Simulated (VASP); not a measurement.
Input of a VASP 6.6.1 run:

Contents of INCAR:

```
SYSTEM = SrO
  PREC = Accurate
  ENCUT = 910
  EDIFF = 1E-6
  ISMEAR = -1
  SIGMA = 0.02
  LREAL = .False.
  LASPH = .True.
  NELM = 120
  ALGO = Normal
  ISIF = 2
  LWAVE = .False.
  LCHARG = .False.
  GGA = PE
  NBANDS = 15
  GGA_COMPAT = .False.
```

KPOINTS

```
regular mesh
0
Gamma
  8 8 8
  0 0 0
```

POSCAR

```
SrO
1.0
    3.0367740437      0.0000000000      0.0000000000
    0.0000000000      3.0367740437      0.0000000000
    0.0000000000      0.0000000000      3.0367740437
Sr O
1 1
Direct
    0.0000000000      0.0000000000      0.0000000000
    0.5000000000      0.5000000000      0.5000000000
```

Potentials or basis: VASP PAW PBE potentials, release 64 (Sr_sv, O_h).

Command:

```bash
$ cat potpaw_PBE.64/Sr_sv/POTCAR potpaw_PBE.64/O_h/POTCAR > POTCAR
$ mpirun -np 1 vasp_std > vasp.out
```

**Question.** What does it give for the band gap on the k mesh?

**Answer.** 2.73 eV, indirect (least direct gap 2.75 eV).

**Question.** Estimate the pressure.

**Answer.** 11.1 GPa.

Caveat: the cell differs from its parent crystal (strain -2.1%); the cutoff is under 1.25 times the usual one of these potentials, so pressure, stress and relaxed cells hold a basis-set (Pulay) error. A k mesh can miss the band edges.
